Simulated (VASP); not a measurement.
**B16HN16 (a cell with a defect): single point with PBE+D3(BJ)**

The system is B16HN16 (a cell with a defect).

```
B N H
1.0
    -5.01223    2.89381    3.29488
     0.00000   -5.78762    3.29488
     5.01223    2.89381    3.29488
B N H
16 16 1
Direct
  0.24748 0.74576 0.99642
  0.48540 0.48346 0.98497
  0.74732 0.24531 0.99626
  0.00523 0.75353 0.25296
  0.99873 0.99678 0.99702
  0.26744 0.51836 0.26592
  0.52031 0.26571 0.26621
  0.75537 0.75324 0.50166
  0.75529 0.00318 0.25280
  0.00661 0.50361 0.50321
  0.24966 0.24747 0.50513
  0.49155 0.74572 0.73877
  0.50573 0.00452 0.50314
  0.74746 0.48921 0.73848
  0.99581 0.24337 0.74517
  0.24563 0.99404 0.74527
  0.59445 0.09357 0.34224
  0.83732 0.83540 0.33496
  0.09559 0.59265 0.34248
  0.33075 0.07831 0.57947
  0.37108 0.36930 0.37633
  0.58638 0.83523 0.58371
  0.83715 0.58417 0.58369
  0.07954 0.07744 0.82805
  0.08049 0.32873 0.57962
  0.32931 0.82688 0.82759
  0.54901 0.54706 0.78951
  0.83350 0.08198 0.08173
  0.82820 0.32666 0.82703
  0.08429 0.83185 0.08210
  0.33469 0.58042 0.08195
  0.58248 0.33303 0.08225
  0.45899 0.45897 0.58462
```

* Program: VASP 6.6.1
* Task: single point
* Functional: PBE
* Dispersion: D3(BJ)
* Potentials or basis: VASP PAW PBE potentials, release 64 (B, N, H)
* Cutoff: 520 eV
* k mesh: 2 × 2 × 2, shifted
* Occupations: gaussian, width 0.02 eV
* Spin: no spin polarisation
* Dipole correction: no
* Charge: 1
* Further INCAR settings: LREAL = Auto; ALGO = Normal; EDIFF = 1e-06; NBANDS = 86; NELECT = 128.0

| Item | Value |
| --- | --- |
| Largest force | 0.045 eV/Å |
| Dispersion energy per atom | -0.142 eV |

Forces on the atoms (eV/Å):
```
B    0.007  0.005 -0.008
B    0.041  0.015 -0.008
B   -0.009  0.016 -0.010
B   -0.002  0.002  0.000
B   -0.005  0.014 -0.009
B    0.015  0.012  0.012
B   -0.011 -0.001  0.008
B    0.007 -0.012  0.010
B   -0.015  0.001  0.000
B    0.001  0.020  0.005
B    0.010 -0.029  0.018
B    0.022 -0.029  0.009
B    0.020 -0.025  0.004
B   -0.001  0.024 -0.006
B   -0.004  0.003 -0.007
B    0.009  0.013 -0.005
N    0.015  0.020 -0.001
N    0.000  0.004 -0.018
N    0.002 -0.010 -0.011
N   -0.012  0.007 -0.007
N   -0.006 -0.008 -0.026
N   -0.015  0.020 -0.020
N   -0.013 -0.025 -0.018
N   -0.001 -0.022  0.026
N    0.001 -0.002 -0.018
N   -0.003  0.015  0.008
N   -0.016 -0.024  0.030
N    0.016 -0.013  0.023
N    0.012 -0.003  0.026
N    0.000 -0.011  0.012
N   -0.015 -0.005  0.000
N   -0.022 -0.006 -0.012
H   -0.028  0.035 -0.007
```

Levels at points of the mesh, in eV from the Fermi level:
```tsv
k point	band 60	band 61	band 62	band 63	band 64	band 65	band 66	band 67	band 68	band 69
(0.25, 0.25, 0.25)	-1.04	-0.96	-0.85	-0.84	-0.83	4.43	4.84	4.91	5.10	5.43
```

It took 10 min on 1 thread of Intel Xeon 8259CL, on a shared host, peak memory 0.37 GiB.

Caveat: the cell carries a net charge on a neutralising background, which shifts energy and pressure; the cell is charged against a uniform background, so pressure and absolute levels hang on convention.
